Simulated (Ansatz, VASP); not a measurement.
# Two plane-wave programs on SiNi3

```
CELL_PARAMETERS angstrom
3.50627 0.00000 0.00000
0.00000 3.50627 0.00000
0.00000 0.00000 3.50627
ATOMIC_POSITIONS crystal
Si 0.00000 0.00000 0.00000
Ni 0.00000 0.50000 0.50000
Ni 0.50000 0.00000 0.50000
Ni 0.50000 0.50000 0.00000
```

Alike in both runs: task relaxation of cell and atoms; functional PBEsol; k mesh 12 × 12 × 12; occupations gaussian, width 0.1 eV; no spin polarisation.

|  | VASP | Ansatz |
| --- | --- | --- |
| version | VASP 6.6.1 | Ansatz 0.2.0 |
| potentials or method | VASP PAW PBE potentials, release 64 (Si, Ni), cutoff 600 eV | scalar-relativistic, plane waves, PAW |
| valence electrons in the cell | 34 | 58 |

Ansatz gave:

```
gap on the k mesh at the Fermi level, each at its own relaxed structure (eV) : none
relaxed volume (Å³/atom)                                                     : 10.36
relaxed cell length with the largest relative difference (Å)                 : 3.461
```

**Question.** Which values does VASP return?

**Answer.** gap on the k mesh at the Fermi level, each at its own relaxed structure (eV): none; relaxed volume (Å³/atom): 10.37; relaxed cell length with the largest relative difference (Å): 3.462.

VASP's potentials were made for PBE, not for PBEsol. A gap of «none» marks a metal or a gap that the smearing closes. VASP's potentials hold 34 valence electrons a cell and Ansatz's 58, so a difference there can come from the potentials and not from the codes.
